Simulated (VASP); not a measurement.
Input of a VASP 6.6.1 run:

The input POSCAR:

```
Lu
1.0
    5.2780467879      0.0000000000      0.0000000000
   -2.6390233939      4.5709226007      0.0000000000
    0.0000000000      0.0000000000      3.3060128830
Lu
3
Direct
    0.0000000000      0.0000000000      0.0000000000
    0.3333333333      0.6666666667      0.5000000000
    0.6666666667      0.3333333333      0.5000000000
```

The input INCAR.step1:

```
SYSTEM = Lu
  PREC = Accurate
  ENCUT = 520
  ISMEAR = -1
  SIGMA = 0.1
  LREAL = .False.
  LASPH = .True.
  NELM = 80
  NBANDS = 44
  GGA = PE
  ALGO = Normal
  EDIFF = 1E-4
  LWAVE = .True.
  LCHARG = .False.
```

The input INCAR.step2:

```
SYSTEM = Lu
  PREC = Accurate
  ENCUT = 520
  EDIFF = 1E-7
  ISMEAR = -1
  SIGMA = 0.1
  LREAL = .False.
  LASPH = .True.
  NELM = 80
  ALGO = Normal
  ISIF = 2
  LWAVE = .False.
  LCHARG = .False.
  METAGGA = R2SCAN
  LMIXTAU = .True.
  NBANDS = 44
  ISTART = 1
```

Contents of KPOINTS:

```
Automatic mesh
0
Gamma
  8 8 11
  0 0 0
```

Potentials or basis: VASP PAW PBE potentials, release 64 (Lu).

The run is started by

```console
$ cat potpaw_PBE.64/Lu/POTCAR > POTCAR
$ cp INCAR.step1 INCAR
$ mpirun -np 1 vasp_std > vasp.out
$ cp INCAR.step2 INCAR
$ mpirun -np 1 vasp_std > vasp.out
```

**Question.** Estimate the band gap on the k mesh.

**Answer.** Zero (an odd number of electrons rules out a gap without spin polarisation).

**Question.** Estimate the pressure.

**Answer.** 4.7 GPa.

Stress tensor (GPa, compression positive):
```
4.70 0.00 0.00
0.00 4.70 0.00
0.00 0.00 4.60
```

Caveat: the cell stands under pressure; the PAW data sets were made with another functional, which shifts forces and pressure a little; spin-orbit coupling is left out, which moves the levels of the heavy elements.
